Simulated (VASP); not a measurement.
# AlN (P6_3mc) in VASP: further runs

AlN is run at these levels: r2SCAN; tasks: single point.

All numbers are computed with VASP 6.6.1; they aren't measurements. Logs are shortened: lines on timing, memory, paths and dates and some standing lists are left out, and cuts for length are marked.

## Step 1: The cell of the first run

Symmetry: P6_3mc, No. 186, hexagonal system. Conventional cell: a = 3.154 Å, b = 3.154 Å, c = 5.047 Å, α = 90.00°, β = 90.00°, γ = 120.00°. Al (site symmetry 3m) has 4 N at 1.92 Å within 2.5 Å. N (site symmetry 3m) has 4 Al at 1.92 Å within 2.5 Å.

## Step 2: Single point, r2SCAN

POSCAR

```
AlN
1.0
    3.1539652241      0.0000000000      0.0000000000
   -1.5769826120      2.7314139237      0.0000000000
    0.0000000000      0.0000000000      5.0465469904
Al N
2 2
Direct
    0.3333333333      0.6666666667      0.0000000000
    0.6666666667      0.3333333333      0.5000000000
    0.3333333333      0.6666666667      0.3800000000
    0.6666666667      0.3333333333      0.8800000000
```

INCAR.step1

```
SYSTEM = AlN
PREC     = Accurate       ! precision mode
ENCUT    = 520            ! plane-wave cutoff, eV
ISMEAR   = 0              ! smearing method
SIGMA    = 0.01           ! smearing width, eV
LREAL    = .FALSE.        ! projectors in reciprocal space
LASPH    = .TRUE.         ! aspherical terms in the spheres
NELM     = 80             ! most SCF steps
NBANDS   = 16             ! bands
GGA      = PE             ! functional
ALGO     = Normal         ! electronic algorithm
EDIFF    = 1E-4           ! SCF threshold, eV
LWAVE    = .TRUE.         ! write WAVECAR
LCHARG   = .FALSE.        ! write CHGCAR
```

INCAR.step2

```
SYSTEM = AlN
PREC     = Accurate       ! precision mode
ENCUT    = 520            ! plane-wave cutoff, eV
EDIFF    = 1E-6           ! SCF threshold, eV
ISMEAR   = 0              ! smearing method
SIGMA    = 0.01           ! smearing width, eV
LREAL    = .FALSE.        ! projectors in reciprocal space
LASPH    = .TRUE.         ! aspherical terms in the spheres
NELM     = 80             ! most SCF steps
ALGO     = Normal         ! electronic algorithm
ISIF     = 2              ! what is computed and relaxed
LWAVE    = .FALSE.        ! write WAVECAR
LCHARG   = .FALSE.        ! write CHGCAR
METAGGA  = R2SCAN         ! meta-GGA
LMIXTAU  = .TRUE.       
NBANDS   = 16             ! bands
ISTART   = 1
```

KPOINTS

```
Automatic mesh
0
G
  12 12 4
  0 0 0
```

Potentials or basis: VASP PAW PBE potentials, release 64 (Al, N).

The run is started by

```sh
$ cat potpaw_PBE.64/Al/POTCAR potpaw_PBE.64/N/POTCAR > POTCAR
$ cp INCAR.step1 INCAR
$ mpirun -np 1 vasp_std > vasp.out
$ cp INCAR.step2 INCAR
$ mpirun -np 1 vasp_std > vasp.out
```

OUTCAR:

```text
SYSTEM = AlN
   PREC = Accurate
   ENCUT = 520
   EDIFF = 1E-6
   ISMEAR = 0
   LREAL = .FALSE.
   LASPH = .TRUE.
   NELM = 80
   ISIF = 2
   METAGGA = R2SCAN
   ISTART = 1

 ion  position               nearest neighbor table
   1  0.333  0.667  0.000-   3 1.92   4 1.92   4 1.92   4 1.92   2 3.11   2 3.11   2 3.11   2 3.11
                             2 3.11   2 3.11
   2  0.667  0.333  0.500-   4 1.92   3 1.92   3 1.92   3 1.92   1 3.11   1 3.11   1 3.11   1 3.11
                             1 3.11   1 3.11
   3  0.333  0.667  0.380-   1 1.92   2 1.92   2 1.92   2 1.92
   4  0.667  0.333  0.880-   2 1.92   1 1.92   1 1.92   1 1.92

  LATTYP: Found a hexagonal cell.
 ALAT       =     3.1539652241
 C/A-ratio  =     1.6000642467

  Lattice vectors:

 A1 = (   3.1539652241,   0.0000000000,   0.0000000000)
 A2 = (  -1.5769826120,   2.7314139237,   0.0000000000)
 A3 = (   0.0000000000,   0.0000000000,   5.0465469904)

Analysis of symmetry for initial positions (statically):
=====================================================================
 Subroutine PRICEL returns:
 Original cell was already a primitive cell.

 Routine SETGRP: Setting up the symmetry group for a
 hexagonal supercell.

 Subroutine GETGRP returns: Found 12 space group operations
 (whereof  6 operations were pure point group operations)
 out of a pool of 24 trial point group operations.

The static configuration has the point symmetry C_3v.
 The point group associated with its full space group is C_6v.

Analysis of symmetry for dynamics (positions and initial velocities):
=====================================================================
 Subroutine PRICEL returns:
 Original cell was already a primitive cell.

 Routine SETGRP: Setting up the symmetry group for a
 hexagonal supercell.

 Subroutine GETGRP returns: Found 12 space group operations
 (whereof  6 operations were pure point group operations)
 out of a pool of 24 trial point group operations.

The dynamic configuration has the point symmetry C_3v.
 The point group associated with its full space group is C_6v.

 Subroutine INISYM returns: Found 12 space group operations
 (whereof  6 operations are pure point group operations),
 and found     1 'primitive' translations

----------------------------------------------------------------------------------------

                                     Primitive cell

  volume of cell :      43.4749

  direct lattice vectors                    reciprocal lattice vectors
     3.153965224  0.000000000  0.000000000     0.317061200  0.183055375  0.000000000
    -1.576982612  2.731413924  0.000000000     0.000000000  0.366110750  0.000000000
     0.000000000  0.000000000  5.046546990     0.000000000  0.000000000  0.198155293

  length of vectors
     3.153965224  3.153965152  5.046546990     0.366110742  0.366110750  0.198155293

  position of ions in fractional coordinates (direct lattice)
     0.333333333  0.666666667  0.000000000
     0.666666667  0.333333333  0.500000000
     0.333333333  0.666666667  0.380000000
     0.666666667  0.333333333  0.880000000

  ion indices of the primitive-cell ions
   primitive index   ion index
                 1           1
                 2           2
                 3           3
                 4           4

----------------------------------------------------------------------------------------

 KPOINTS: Automatic mesh

Automatic generation of k-mesh.
 Grid dimensions read from file:
 generate k-points for:   12   12    4

 Generating k-lattice:

  Cartesian coordinates                     Fractional coordinates (reciprocal lattice)
     0.026421767  0.015254615  0.000000000     0.083333333  0.000000000  0.000000000
     0.000000000  0.030509229  0.000000000     0.000000000  0.083333333  0.000000000
     0.000000000  0.000000000  0.049538823     0.000000000  0.000000000  0.250000000

  Length of vectors
     0.030509228  0.030509229  0.049538823

  Shift w.r.t. Gamma in fractional coordinates (k-lattice)
     0.000000000  0.000000000  0.000000000

 Subroutine IBZKPT returns following result:
 ===========================================

 Found     57 irreducible k-points:

 Following reciprocal coordinates:
            Coordinates               Weight
  0.000000  0.000000  0.000000      1.000000
  0.083333  0.000000  0.000000      6.000000
  0.166667 -0.000000  0.000000      6.000000
  0.250000  0.000000  0.000000      6.000000
  0.333333 -0.000000  0.000000      6.000000
  0.416667  0.000000  0.000000      6.000000
[... 16 lines left out ...]
  0.250000  0.000000  0.250000     12.000000
  0.333333 -0.000000  0.250000     12.000000
 [... further k-points ...]
   k-points           NKPTS =     57   k-points in BZ     NKDIM =     57   number of bands    NBANDS=     16
   number of dos      NEDOS =    301   number of ions     NIONS =      4
   total plane-waves  NPLWV =  23040
   dimension x,y,z NGX =    24 NGY =   24 NGZ =   40
   dimension x,y,z NGXF=    48 NGYF=   48 NGZF=   80
   ions per type =               2   2
   NGX,Y,Z   is equivalent  to a cutoff of  12.65, 12.65, 13.18 a.u.
   NGXF,Y,Z  is equivalent  to a cutoff of  25.30, 25.30, 26.35 a.u.
 SYSTEM =  AlN
   PREC   = accura    normal or accurate (medium, high low for compatibility)
   ISTART =      1    job   : 0-new  1-cont  2-samecut
   ICHARG =      0    charge: 1-file 2-atom 10-const
   ISPIN  =      1    spin polarized calculation?
   LNONCOLLINEAR =      F non collinear calculations
   LSORBIT =      F    spin-orbit coupling
   LASPH  =      T    aspherical Exc in radial PAW
   ENCUT  =  520.0 eV  38.22 Ry    6.18 a.u.   5.86  5.86  9.38*2*pi/ulx,y,z
   NELM   =     80;   NELMIN=  2; NELMDL=  0     # of ELM steps
   EDIFF  = 0.1E-05   stopping-criterion for ELM
   LREAL  =      F    real-space projection
   EDIFFG = 0.1E-04   stopping-criterion for IOM
   NSW    =      0    number of steps for IOM
   IBRION =     -1    ionic relax: 0-MD 1-quasi-New 2-CG
   NFREE  =      0    steps in history (QN), initial steepest desc. (CG)
   ISIF   =      2    stress and relaxation
   ISYM   =      2    0-nonsym 1-usesym 2-fastsym
   POTIM  = 0.5000    time-step for ionic-motion
   TEBEG  =    0.0;   TEEND  =   0.0 temperature during run
   PSTRESS=    0.0 pullay stress
   NELECT =      16.0000    total number of electrons
   NUPDOWN=      -1.0000    fix difference up-down
   EMIN   =  10.00;   EMAX   =-10.00  energy-range for DOS
   EFERMI =   0.00;   METHOD = LEGACY
   ISMEAR =     0;   SIGMA  =   0.01  broadening in eV -4-tet -1-fermi 0-gaus
   EFERMI_NEDOS =   21; number of points for ismear=-14 and -15
   IALGO  =     38    algorithm
   IMIX   =      4    mixing-type and parameters
     AMIX     =   0.40;   BMIX     =  1.00
     AMIX_MAG =   1.60;   BMIX_MAG =  1.00
  volume/ion in A,a.u.               =      10.87        73.35
  Fermi-wavevector in a.u.,A,eV,Ry     =   1.173191  2.217009 18.726735  1.376376
  Thomas-Fermi vector in A             =   2.309608
   LORBIT       =      0    0 simple, 1 ext, 2 COOP (PROOUT), +10 PAW based schemes
   METAGGA = R2SCAN    functional components
   LHFCALC =     F    Hartree Fock is set to
   AEXX    =    0.0000 exact exchange contribution
   IVDW    =     0    specifies the selected vdW correction
   LEPSILON=     F    determine dielectric tensor
   LRPA    =     F    only Hartree local field effects (RPA)
 non-spin polarized calculation
 Gauss-broadening in eV      SIGMA  =   0.01
  energy-cutoff  :      520.00
  volume of cell :       43.47
 maximum number of plane-waves:      1194
 NGX is ok and might be reduce to    24
   NGX = 11   NGY = 11   NGZ = 19

 number of electron      16.0000000 magnetization

 Free energy of the ion-electron system (eV)
  ---------------------------------------------------
  ext. energy  EPLUGINS =         0.00000000
  ---------------------------------------------------
  free energy    TOTEN  =       -38.40163647 eV

  energy without entropy =      -38.40163647  energy(sigma->0) =      -38.40163647

 E-fermi :   5.5645     XC(G=0): -11.2191

 val. band max:        5.4864621439   @ k =   0.0000   0.0000   0.0000
 cond. band min:      10.0268482084   @ k =   0.0000   0.0000   0.0000
 fundamental gap:      4.5403860645
 Fermi energy:         5.5644890794

 k-point     1 :       0.0000    0.0000    0.0000
  band No.  band energies     occupation
      1     -10.2113      2.00000
      2      -8.2142      2.00000
      3      -0.3699      2.00000
      4       4.6504      2.00000
      5       4.6504      2.00000
      6       5.3049      2.00000
[... 8 lines left out ...]
     15      19.2059      0.00000
     16      19.2059      0.00000

 k-point     2 :       0.0833    0.0000    0.0000
  band No.  band energies     occupation
      1     -10.1267      2.00000
      2      -8.1675      2.00000
      3      -0.2660      2.00000
      4       4.2499      2.00000
      5       4.5356      2.00000
      6       4.8963      2.00000
[... 8 lines left out ...]
     15      19.2728      0.00000
     16      19.2730      0.00000

 k-point     3 :       0.1667   -0.0000    0.0000
  band No.  band energies     occupation
      1      -9.8814      2.00000
      2      -8.0406      2.00000
      3       0.0397      2.00000
      4       3.2668      2.00000
      5       4.0262      2.00000
      6       4.2645      2.00000
[... 8 lines left out ...]
     15      18.4846      0.00000
     16      18.8637      0.00000

 k-point     4 :       0.2500    0.0000    0.0000
  band No.  band energies     occupation
      1      -9.5021      2.00000
      2      -7.8744      2.00000
      3       0.5276      2.00000
      4       2.1164      2.00000
      5       3.0703      2.00000
      6       3.9517      2.00000
[... 8 lines left out ...]
     15      18.2065      0.00000
     16      19.4052      0.00000

 k-point     5 :       0.3333   -0.0000    0.0000
  band No.  band energies     occupation
      1      -9.0424      2.00000
      2      -7.7377      2.00000
      3       1.0752      2.00000
      4       1.1790      2.00000
      5       2.2227      2.00000
      6       3.6789      2.00000
[... 8 lines left out ...]
     15      18.2005      0.00000
     16      20.5558      0.00000

 k-point     6 :       0.4167    0.0000    0.0000
  band No.  band energies     occupation
      1      -8.6021      2.00000
      2      -7.7029      2.00000
      3       0.4054      2.00000
      4       1.6060      2.00000
      5       1.8486      2.00000
      6       3.4972      2.00000
[... 8 lines left out ...]
     15      18.7548      0.00000
     16      21.4084      0.00000
[... 267 lines left out ...]
 k-point    21 :       0.0833    0.0000    0.2500
  band No.  band energies     occupation
      1      -9.9028      2.00000
      2      -8.5455      2.00000
      3       0.4585      2.00000
      4       4.0577      2.00000
      5       4.4011      2.00000
      6       4.6386      2.00000
[... 8 lines left out ...]
     15      18.5534      0.00000
     16      18.6132      0.00000

 k-point    22 :       0.1667   -0.0000    0.2500
  band No.  band energies     occupation
      1      -9.6667      2.00000
      2      -8.3872      2.00000
      3       0.6443      2.00000
      4       3.2644      2.00000
      5       3.6721      2.00000
      6       4.3906      2.00000
[... 8 lines left out ...]
     15      18.5748      0.00000
     16      18.9279      0.00000

 k-point    23 :       0.2500    0.0000    0.2500
  band No.  band energies     occupation
      1      -9.3047      2.00000
      2      -8.1668      2.00000
      3       0.8083      2.00000
      4       2.2864      2.00000
      5       2.9006      2.00000
      6       4.0981      2.00000
[... 8 lines left out ...]
     15      18.5107      0.00000
     16      19.4560      0.00000

 k-point    24 :       0.3333   -0.0000    0.2500
  band No.  band energies     occupation
      1      -8.8731      2.00000
      2      -7.9537      2.00000
      3       0.5929      2.00000
      4       1.5018      2.00000
      5       2.5668      2.00000
      6       3.8395      2.00000
[... 8 lines left out ...]
     15      18.4978      0.00000
     16      20.2927      0.00000

 [... further k-points ...]

------------------------ aborting loop because EDIFF is reached ----------------------------------------

  FORCE on cell =-STRESS in cart. coord.  units (eV):
  Direction    XX          YY          ZZ          XY          YZ          ZX
  --------------------------------------------------------------------------------------
  -------------------------------------------------------------------------------------
  Total       -2.5887265     -2.5887263     -2.0395708     -0.0000000     -0.0000000      0.0000000
  in kB      -95.4021161    -95.4021103    -75.1641282     -0.0000000     -0.0000000      0.0000000
  external PRESSURE =     -88.6561182 kB  Pullay stress =       0.0000000 kB

 VOLUME and BASIS-vectors are now :
 -----------------------------------------------------------------------------
  energy-cutoff  :      520.00
  volume of cell :       43.47
      direct lattice vectors                 reciprocal lattice vectors
     3.153965224  0.000000000  0.000000000     0.317061200  0.183055375  0.000000000
    -1.576982612  2.731413924  0.000000000     0.000000000  0.366110750  0.000000000
     0.000000000  0.000000000  5.046546990     0.000000000  0.000000000  0.198155293

 POSITION                                       TOTAL-FORCE (eV/Angst)
 -----------------------------------------------------------------------------------
     -0.00000      1.82094      0.00000        -0.000000      0.000000     -0.095798
      1.57698      0.91047      2.52327        -0.000000      0.000000     -0.095798
     -0.00000      1.82094      1.91769        -0.000000     -0.000000      0.095798
      1.57698      0.91047      4.44096         0.000000     -0.000000      0.095798
 -----------------------------------------------------------------------------------
    total drift:                               -0.000000      0.000000     -0.025003

  FREE ENERGIE OF THE ION-ELECTRON SYSTEM (eV)
  ---------------------------------------------------
  free  energy   TOTEN  =       -38.4016364674 eV

  energy  without entropy=      -38.4016364674  energy(sigma->0) =      -38.40163647
```

It took 63 s on 1 thread of Intel Xeon Platinum 8375C at 2.90GHz (Ice Lake), shared host; peak memory 0.18 GiB.

Results:

```yaml
Free_energy: -38.4016 eV
Pressure: -8.9 GPa
Largest_force: 0.096 eV/Å
Band_gap_on_the_k_mesh: 4.54 eV, direct
```

Forces on the atoms (eV/Å):
```
Al   0.000  0.000 -0.096
Al   0.000  0.000 -0.096
N    0.000  0.000  0.096
N    0.000  0.000  0.096
```

Stress tensor (GPa, compression positive):
```
-9.54  0.00  0.00
 0.00 -9.54  0.00
 0.00  0.00 -7.52
```

Levels at points of the mesh, in eV from the valence-band top:
```csv
k point,band 5,band 6,band 7,band 8,band 9,band 10,band 11,band 12
"(0.00, 0.00, 0.00)",-0.84,-0.18,-0.18,0.00,4.54,7.15,11.25,11.73
"(0.50, 0.00, 0.00)",-3.28,-2.05,-1.70,-0.66,6.36,6.41,8.68,10.96
"(0.00, 0.00, 0.50)",-0.52,-0.52,-0.52,-0.52,6.87,6.87,10.97,10.97
"(0.50, 0.00, 0.50)",-1.43,-1.43,-1.34,-1.34,5.86,5.86,9.90,9.90
```

Caveat: the PAW data sets were made with another functional, which shifts forces and pressure a little.

## Step 3: Single point, r2SCAN

This run uses another cell than the first one, of 11.08 Å³/atom, 1.019 times its volume.

POSCAR

```
AlN
1.0
    3.1740547162      0.0000000000      0.0000000000
   -1.5870273581      2.7488119336      0.0000000000
    0.0000000000      0.0000000000      5.0786914685
Al N
2 2
Direct
    0.3333333333      0.6666666667      0.0000000000
    0.6666666667      0.3333333333      0.5000000000
    0.3333333333      0.6666666667      0.3800000000
    0.6666666667      0.3333333333      0.8800000000
```

INCAR.step1

```
PREC = Accurate
ENCUT = 520
ISMEAR = 0
SIGMA = 0.01
LREAL = F
LASPH = T
NELM = 100
NBANDS = 16
GGA = PE
ALGO = Normal
EDIFF = 1E-4
LWAVE = T
LCHARG = F
```

INCAR.step2

```
PREC = Accurate
ENCUT = 520
EDIFF = 1E-6
ISMEAR = 0
SIGMA = 0.01
LREAL = F
LASPH = T
NELM = 100
ALGO = Normal
ISIF = 2
LWAVE = F
LCHARG = T
METAGGA = R2SCAN
LMIXTAU = T
LELF = T
LVHAR = T
NBANDS = 16
ISTART = 1
```

KPOINTS

```
Automatic mesh
0
Gamma
  12 12 4
```

Potentials or basis: VASP PAW PBE potentials, release 64 (Al, N).

The run is started by

```sh
$ cat potpaw_PBE.64/Al/POTCAR potpaw_PBE.64/N/POTCAR > POTCAR
$ cp INCAR.step1 INCAR
$ mpirun -np 1 vasp_std > vasp.out
$ cp INCAR.step2 INCAR
$ mpirun -np 1 vasp_std > vasp.out
```

Wall time 64 s (1 thread of Intel Xeon Platinum 8375C at 2.90GHz (Ice Lake), shared host); peak memory 0.18 GiB.

The run converged. Its results:

* Free energy: -38.3474 eV
* Pressure: -12.1 GPa
* Largest force: 0.082 eV/Å
* Band gap on the k mesh: 4.37 eV, direct

Forces on the atoms (eV/Å):
```
Al   0.000  0.000 -0.082
Al   0.000  0.000 -0.082
N    0.000  0.000  0.082
N    0.000  0.000  0.082
```

Stress tensor (GPa, compression positive):
```
-12.82   0.00   0.00
  0.00 -12.82   0.00
  0.00   0.00 -10.71
```

Levels at points of the mesh, in eV from the valence-band top:
```tsv
k point	band 6	band 7	band 8	band 9	band 10	band 11
(0.00, 0.00, 0.00)	-0.18	-0.18	0.00	4.37	6.98	11.09
(0.50, 0.00, 0.00)	-2.03	-1.68	-0.66	6.32	6.34	8.51
(0.00, 0.00, 0.50)	-0.51	-0.51	-0.51	6.70	6.70	10.81
(0.50, 0.00, 0.50)	-1.41	-1.32	-1.32	5.79	5.79	9.77
```

Caveat: the PAW data sets were made with another functional, which shifts forces and pressure a little. r2SCAN opens gaps a little over a GGA but as a rule still falls short of measured ones.
